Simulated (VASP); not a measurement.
# BP (pbe) (F-43m) in VASP: single point with PBE

Aim: the single point of BP (pbe) with PBE.

Everything below comes from runs of VASP 6.6.1. Logs are shortened: lines on timing, memory, paths and dates and some standing lists are left out, and cuts for length are marked.

### 1 The cell of the first run

Symmetry: F-43m, No. 216, cubic system. The conventional cell has a = 4.548 Å, b = 4.548 Å, c = 4.548 Å, α = 90.00°, β = 90.00°, γ = 90.00°. Within 2.6 Å of B (site symmetry -43m) lie 4 P at 1.97 Å. P (site symmetry -43m) has 4 B at 1.97 Å within 2.6 Å.

### 2 Single point, PBE

INCAR

```
ALGO = Normal ; EDIFF = 1E-6
ENCUT = 500 ; GGA = PE
GGA_COMPAT = F ; ISIF = 2
ISMEAR = 0 ; LASPH = T
LCHARG = F ; LREAL = F
LWAVE = F ; NBANDS = 11
NELM = 120 ; PREC = Accurate
SIGMA = 0.02
```

KPOINTS

```
k-points
0
Gamma
  10 10 10
```

POSCAR

```
BP
1.0
    0.0000000000      2.2741514337      2.2741514337
    2.2741514337      0.0000000000      2.2741514337
    2.2741514337      2.2741514337      0.0000000000
B P
1 1
Direct
    0.0000000000      0.0000000000      0.0000000000
    0.7500000000      0.7500000000      0.7500000000
```

Potentials or basis: VASP PAW PBE potentials, release 64 (B, P).

Command:

```bash
$ cat potpaw_PBE.64/B/POTCAR potpaw_PBE.64/P/POTCAR > POTCAR
$ mpirun -np 1 vasp_std > vasp.out
```

OUTCAR:

```text
EDIFF = 1E-6
   ENCUT = 500
   GGA = PE
   ISIF = 2
   ISMEAR = 0
   LASPH = T
   LREAL = F
   NELM = 120
   PREC = Accurate

 ion  position               nearest neighbor table
   1  0.000  0.000  0.000-   2 1.97   2 1.97   2 1.97   2 1.97
   2  0.750  0.750  0.750-   1 1.97   1 1.97   1 1.97   1 1.97

  LATTYP: Found a face centered cubic cell.
 ALAT       =     4.5483028674

  Lattice vectors:

 A1 = (   0.0000000000,   2.2741514337,   2.2741514337)
 A2 = (   2.2741514337,   0.0000000000,   2.2741514337)
 A3 = (   2.2741514337,   2.2741514337,   0.0000000000)

Analysis of symmetry for initial positions (statically):
=====================================================================
 Subroutine PRICEL returns:
 Original cell was already a primitive cell.

 Routine SETGRP: Setting up the symmetry group for a
 face centered cubic supercell.

 Subroutine GETGRP returns: Found 24 space group operations
 (whereof 24 operations were pure point group operations)
 out of a pool of 48 trial point group operations.

The static configuration has the point symmetry T_d .

Analysis of symmetry for dynamics (positions and initial velocities):
=====================================================================
 Subroutine PRICEL returns:
 Original cell was already a primitive cell.

 Routine SETGRP: Setting up the symmetry group for a
 face centered cubic supercell.

 Subroutine GETGRP returns: Found 24 space group operations
 (whereof 24 operations were pure point group operations)
 out of a pool of 48 trial point group operations.

The dynamic configuration has the point symmetry T_d .

 Subroutine INISYM returns: Found 24 space group operations
 (whereof 24 operations are pure point group operations),
 and found     1 'primitive' translations

----------------------------------------------------------------------------------------

                                     Primitive cell

  volume of cell :      23.5228

  direct lattice vectors                    reciprocal lattice vectors
     0.000000000  2.274151434  2.274151434    -0.219862228  0.219862228  0.219862228
     2.274151434  0.000000000  2.274151434     0.219862228 -0.219862228  0.219862228
     2.274151434  2.274151434  0.000000000     0.219862228  0.219862228 -0.219862228

  length of vectors
     3.216135800  3.216135800  3.216135800     0.380812549  0.380812549  0.380812549

  position of ions in fractional coordinates (direct lattice)
     0.000000000  0.000000000  0.000000000
     0.750000000  0.750000000  0.750000000

  ion indices of the primitive-cell ions
   primitive index   ion index
                 1           1
                 2           2

----------------------------------------------------------------------------------------

 KPOINTS: k-points

Automatic generation of k-mesh.
 Grid dimensions read from file:
 generate k-points for:   10   10   10

 Generating k-lattice:

  Cartesian coordinates                     Fractional coordinates (reciprocal lattice)
    -0.021986223  0.021986223  0.021986223     0.100000000  0.000000000  0.000000000
     0.021986223 -0.021986223  0.021986223     0.000000000  0.100000000  0.000000000
     0.021986223  0.021986223 -0.021986223     0.000000000  0.000000000  0.100000000

  Length of vectors
     0.038081255  0.038081255  0.038081255

  Shift w.r.t. Gamma in fractional coordinates (k-lattice)
     0.000000000  0.000000000  0.000000000

 Subroutine IBZKPT returns following result:
 ===========================================

 Found     47 irreducible k-points:

 Following reciprocal coordinates:
            Coordinates               Weight
  0.000000  0.000000  0.000000      1.000000
  0.100000  0.000000  0.000000      8.000000
  0.200000  0.000000  0.000000      8.000000
  0.300000  0.000000  0.000000      8.000000
  0.400000  0.000000  0.000000      8.000000
  0.500000  0.000000  0.000000      4.000000
[... 16 lines left out ...]
  0.300000  0.300000  0.000000      6.000000
  0.400000  0.300000  0.000000     24.000000
 [... further k-points ...]
   k-points           NKPTS =     47   k-points in BZ     NKDIM =     47   number of bands    NBANDS=     11
   number of dos      NEDOS =    301   number of ions     NIONS =      2
   total plane-waves  NPLWV =  13824
   dimension x,y,z NGX =    24 NGY =   24 NGZ =   24
   dimension x,y,z NGXF=    48 NGYF=   48 NGZF=   48
   ions per type =               1   1
   NGX,Y,Z   is equivalent  to a cutoff of  12.41, 12.41, 12.41 a.u.
   NGXF,Y,Z  is equivalent  to a cutoff of  24.81, 24.81, 24.81 a.u.
 SYSTEM =  unknown system
   PREC   = accura    normal or accurate (medium, high low for compatibility)
   ISTART =      0    job   : 0-new  1-cont  2-samecut
   ICHARG =      2    charge: 1-file 2-atom 10-const
   ISPIN  =      1    spin polarized calculation?
   LNONCOLLINEAR =      F non collinear calculations
   LSORBIT =      F    spin-orbit coupling
   LASPH  =      T    aspherical Exc in radial PAW
   ENCUT  =  500.0 eV  36.75 Ry    6.06 a.u.   5.86  5.86  5.86*2*pi/ulx,y,z
   NELM   =    120;   NELMIN=  2; NELMDL= -5     # of ELM steps
   EDIFF  = 0.1E-05   stopping-criterion for ELM
   LREAL  =      F    real-space projection
   EDIFFG = 0.1E-04   stopping-criterion for IOM
   NSW    =      0    number of steps for IOM
   IBRION =     -1    ionic relax: 0-MD 1-quasi-New 2-CG
   NFREE  =      0    steps in history (QN), initial steepest desc. (CG)
   ISIF   =      2    stress and relaxation
   ISYM   =      2    0-nonsym 1-usesym 2-fastsym
   POTIM  = 0.5000    time-step for ionic-motion
   TEBEG  =    0.0;   TEEND  =   0.0 temperature during run
   PSTRESS=    0.0 pullay stress
   NELECT =       8.0000    total number of electrons
   NUPDOWN=      -1.0000    fix difference up-down
   EMIN   =  10.00;   EMAX   =-10.00  energy-range for DOS
   EFERMI =   0.00;   METHOD = LEGACY
   ISMEAR =     0;   SIGMA  =   0.02  broadening in eV -4-tet -1-fermi 0-gaus
   EFERMI_NEDOS =   21; number of points for ismear=-14 and -15
   IALGO  =     38    algorithm
   IMIX   =      4    mixing-type and parameters
     AMIX     =   0.40;   BMIX     =  1.00
     AMIX_MAG =   1.60;   BMIX_MAG =  1.00
  volume/ion in A,a.u.               =      11.76        79.37
  Fermi-wavevector in a.u.,A,eV,Ry     =   1.142726  2.159439 17.766797  1.305823
  Thomas-Fermi vector in A             =   2.279423
   LORBIT       =      0    0 simple, 1 ext, 2 COOP (PROOUT), +10 PAW based schemes
   GGA     = PE    functional components
   LHFCALC =     F    Hartree Fock is set to
   AEXX    =    0.0000 exact exchange contribution
   IVDW    =     0    specifies the selected vdW correction
   LEPSILON=     F    determine dielectric tensor
   LRPA    =     F    only Hartree local field effects (RPA)
 non-spin polarized calculation
 Gauss-broadening in eV      SIGMA  =   0.02
  energy-cutoff  :      500.00
  volume of cell :       23.52
 maximum number of plane-waves:       610
   NGX = 11   NGY = 11   NGZ = 11

 number of electron       8.0000000 magnetization

 Free energy of the ion-electron system (eV)
  ---------------------------------------------------
  ext. energy  EPLUGINS =         0.00000000
  ---------------------------------------------------
  free energy    TOTEN  =       -12.93057472 eV

  energy without entropy =      -12.93057472  energy(sigma->0) =      -12.93057472

 E-fermi :   7.4760     XC(G=0): -10.8780

 val. band max:        7.3524914290   @ k =   0.0000   0.0000   0.0000
 cond. band min:       8.6011083843   @ k =   0.4000   0.4000   0.0000
 fundamental gap:      1.2486169552
 Fermi energy:         7.4759669188

 k-point     1 :       0.0000    0.0000    0.0000
  band No.  band energies     occupation
      1      -8.0473      2.00000
      2       7.3525      2.00000
      3       7.3525      2.00000
      4       7.3525      2.00000
      5      10.7433      0.00000
      6      10.7433      0.00000
      7      10.7433      0.00000
      8      14.6234      0.00000
      9      18.8197      0.00000
     10      19.4619      0.00000
     11      19.4619      0.00000

 k-point     2 :       0.1000    0.0000    0.0000
  band No.  band energies     occupation
      1      -7.8681      2.00000
      2       6.0555      2.00000
      3       7.0596      2.00000
      4       7.0596      2.00000
      5      11.1491      0.00000
      6      11.1491      0.00000
      7      11.1732      0.00000
      8      15.1516      0.00000
      9      18.7824      0.00000
     10      18.7824      0.00000
     11      19.3848      0.00000

 k-point     3 :       0.2000    0.0000    0.0000
  band No.  band energies     occupation
      1      -7.3376      2.00000
      2       3.7239      2.00000
      3       6.5034      2.00000
      4       6.5034      2.00000
      5      11.3587      0.00000
      6      11.8662      0.00000
      7      11.8662      0.00000
      8      16.3443      0.00000
      9      18.1842      0.00000
     10      18.1842      0.00000
     11      20.2425      0.00000

 k-point     4 :       0.3000    0.0000    0.0000
  band No.  band energies     occupation
      1      -6.4859      2.00000
      2       1.3762      2.00000
      3       6.0164      2.00000
      4       6.0164      2.00000
      5      11.2578      0.00000
      6      12.1988      0.00000
      7      12.1988      0.00000
      8      17.2832      0.00000
      9      18.7535      0.00000
     10      18.7535      0.00000
     11      20.4950      0.00000

 k-point     5 :       0.4000    0.0000    0.0000
  band No.  band energies     occupation
      1      -5.4271      2.00000
      2      -0.6315      2.00000
      3       5.7076      2.00000
      4       5.7076      2.00000
      5      11.1394      0.00000
      6      12.1349      0.00000
      7      12.1349      0.00000
      8      17.4885      0.00000
      9      20.4318      0.00000
     10      20.4318      0.00000
     11      21.3814      0.00000
[... 211 lines left out ...]
 k-point    21 :      -0.3000    0.2000    0.0000
  band No.  band energies     occupation
      1      -5.2043      2.00000
      2       0.3998      2.00000
      3       2.7187      2.00000
      4       5.4435      2.00000
      5      11.2391      0.00000
      6      13.4673      0.00000
      7      14.2336      0.00000
      8      16.6419      0.00000
      9      17.7201      0.00000
     10      19.9797      0.00000
     11      24.2633      0.00000

 k-point    22 :      -0.2000    0.2000    0.0000
  band No.  band energies     occupation
      1      -6.1962      2.00000
      2       2.1198      2.00000
      3       3.2073      2.00000
      4       6.1147      2.00000
      5      11.8103      0.00000
      6      12.6512      0.00000
      7      13.7103      0.00000
      8      15.6443      0.00000
      9      16.8497      0.00000
     10      20.9194      0.00000
     11      23.0682      0.00000

 k-point    23 :       0.3000    0.3000    0.0000
  band No.  band energies     occupation
      1      -5.9451      2.00000
      2       2.5269      2.00000
      3       4.1518      2.00000
      4       4.1518      2.00000
      5       8.8821      0.00000
      6      11.2658      0.00000
      7      16.1752      0.00000
      8      16.1752      0.00000
      9      20.3235      0.00000
     10      21.7068      0.00000
     11      23.8067      0.00000

 k-point    24 :       0.4000    0.3000    0.0000
  band No.  band energies     occupation
      1      -5.1257      2.00000
      2       1.2072      2.00000
      3       3.3295      2.00000
      4       3.8586      2.00000
      5       9.1695      0.00000
      6      10.9777      0.00000
      7      16.7820      0.00000
      8      16.7973      0.00000
      9      21.2740      0.00000
     10      22.5760      0.00000
     11      24.3141      0.00000

 [... further k-points ...]

------------------------ aborting loop because EDIFF is reached ----------------------------------------

  FORCE on cell =-STRESS in cart. coord.  units (eV):
  Direction    XX          YY          ZZ          XY          YZ          ZX
  --------------------------------------------------------------------------------------
  -------------------------------------------------------------------------------------
  Total       -0.0301316     -0.0301316     -0.0301316     -0.0000000     -0.0000000     -0.0000000
  in kB       -2.0523171     -2.0523171     -2.0523171     -0.0000000     -0.0000000     -0.0000000
  external PRESSURE =      -2.0523171 kB  Pullay stress =       0.0000000 kB

 VOLUME and BASIS-vectors are now :
 -----------------------------------------------------------------------------
  energy-cutoff  :      500.00
  volume of cell :       23.52
      direct lattice vectors                 reciprocal lattice vectors
     0.000000000  2.274151434  2.274151434    -0.219862228  0.219862228  0.219862228
     2.274151434  0.000000000  2.274151434     0.219862228 -0.219862228  0.219862228
     2.274151434  2.274151434  0.000000000     0.219862228  0.219862228 -0.219862228

 POSITION                                       TOTAL-FORCE (eV/Angst)
 -----------------------------------------------------------------------------------
      0.00000      0.00000      0.00000         0.000000      0.000000      0.000000
      3.41123      3.41123      3.41123        -0.000000     -0.000000     -0.000000
 -----------------------------------------------------------------------------------
    total drift:                               -0.000000     -0.000000     -0.000000

  FREE ENERGIE OF THE ION-ELECTRON SYSTEM (eV)
  ---------------------------------------------------
  free  energy   TOTEN  =       -12.9305747154 eV

  energy  without entropy=      -12.9305747154  energy(sigma->0) =      -12.93057472
```

Wall time 14 s (1 thread of AMD EPYC 7R43 (Zen 3), shared host); peak memory 0.1 GiB.

Results:

| Item | Value |
| --- | --- |
| Free energy | -12.9306 eV |
| Pressure | -0.2 GPa |
| Band gap on the k mesh | 1.25 eV, indirect (least direct gap 3.39 eV) |

Levels at points of the mesh, in eV from the valence-band top:
```csv
k point,band 1,band 2,band 3,band 4,band 5,band 6,band 7,band 8,band 9
"(0.00, 0.00, 0.00)",-15.40,0.00,0.00,0.00,3.39,3.39,3.39,7.27,11.47
"(0.50, 0.00, 0.00)",-12.10,-8.98,-1.75,-1.75,3.74,4.71,4.71,10.10,14.58
"(0.50, 0.50, 0.00)",-10.58,-8.55,-4.09,-4.09,1.35,1.67,12.06,12.06,15.15
```

A k mesh can miss the band edges. Expect the measured gap to be larger: semilocal functionals such as PBE lack the derivative discontinuity.
